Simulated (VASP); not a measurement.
Set up this calculation in VASP 6.6.1, as the native input.

```yaml
Task: single point
Functional: PBE
Dispersion: D3(BJ)
Potentials_or_basis: VASP PAW PBE potentials, release 64 (B, N)
Cutoff: 520 eV
k_mesh: 10 × 10 × 3
Occupations: gaussian, width 0.05 eV
Spin: no spin polarisation
Dipole_correction: no
Further_INCAR_settings: ALGO = Normal; EDIFF = 1e-07; NBANDS = 21
```

The structure of BN lies in POSCAR:

```
BN
1.0
   -1.2530569071     -2.1703582278      0.0000000000
    1.2530569071     -2.1703582278      0.0000000000
    0.0000000000      0.0000000000     10.1346513545
B N
3 3
Direct
    1.0000000000      1.0000000000      0.4878099825
    0.3333333333      0.3333333333      0.8129207011
    0.6666666667      0.6666666667      0.1626992638
    1.0000000000      1.0000000000      0.8126325669
    0.3333333333      0.3333333333      0.1624111297
    0.6666666667      0.6666666667      0.4875218483
```

The input as run:

INCAR

```
SYSTEM = BN
PREC = Accurate
ENCUT = 520
EDIFF = 1E-7
ISMEAR = 0
SIGMA = 0.05
LREAL = .False.
LASPH = .True.
NELM = 80
ALGO = Normal
ISIF = 2
LWAVE = .False.
LCHARG = .True.
GGA = PE
IVDW = 12
LELF = .True.
LVHAR = .True.
NBANDS = 21
```

KPOINTS

```
regular mesh
0
Gamma
  10 10 3
  0 0 0
```

Potentials or basis: VASP PAW PBE potentials, release 64 (B, N).

Launch:

```console
$ cat potpaw_PBE.64/B/POTCAR potpaw_PBE.64/N/POTCAR > POTCAR
$ mpirun -np 1 vasp_std > vasp.out
```

It gave:

- Pressure: 0.0 GPa
- Largest force: 0.042 eV/Å
- Band gap on the k mesh: 4.24 eV
- Dispersion energy per atom: -0.138 eV

It took 32 s on 1 thread of Intel(R) Xeon(R) Platinum 8559C (Emerald Rapids) (shared host), peak memory 0.18 GiB.
